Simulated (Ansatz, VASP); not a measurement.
CdHg3S4: VASP beside Ansatz

```
Cd Hg S
1.0
    -2.92178    2.92178    5.84355
     2.92178   -2.92178    5.84355
     2.92178    2.92178   -5.84355
Cd Hg S
1 3 4
Direct
  0.00000 0.00000 0.00000
  0.50000 0.50000 0.00000
  0.25000 0.75000 0.50000
  0.75000 0.25000 0.50000
  0.62500 0.62500 0.50000
  0.12500 0.12500 0.50000
  0.87500 0.37500 0.00000
  0.37500 0.87500 0.00000
```

Alike in both runs: task single point; functional PBE; k mesh 4 × 4 × 4; occupations gaussian, width 0.1 eV; no spin polarisation.

|  | VASP | Ansatz |
| --- | --- | --- |
| version | VASP 6.6.1 | Ansatz 0.2.0 |
| potentials or method | VASP PAW PBE potentials, release 64 (Cd, Hg, S), cutoff 520 eV | scalar-relativistic, plane waves, PAW |
| valence electrons in the cell | 72 | 104 |

|  | VASP | Ansatz | Ansatz less VASP |
| --- | --- | --- | --- |
| gap on the k mesh at the Fermi level (eV) | none | none | - |
| pressure (GPa) | 4.4 | 4.0 | -0.33 |
| rms of the force components (eV/Å) | 0.067 | 0.067 | -0.0005 |

Atom by atom the forces differ by 0.000 eV/Å (rms over components). A gap of «none» marks a metal or a gap that the smearing closes. VASP's potentials hold 72 valence electrons a cell and Ansatz's 104, so a difference there can come from the potentials and not from the codes.

The k mesh is coarse, so the values compare programs but aren't converged. Spin-orbit coupling is off throughout.
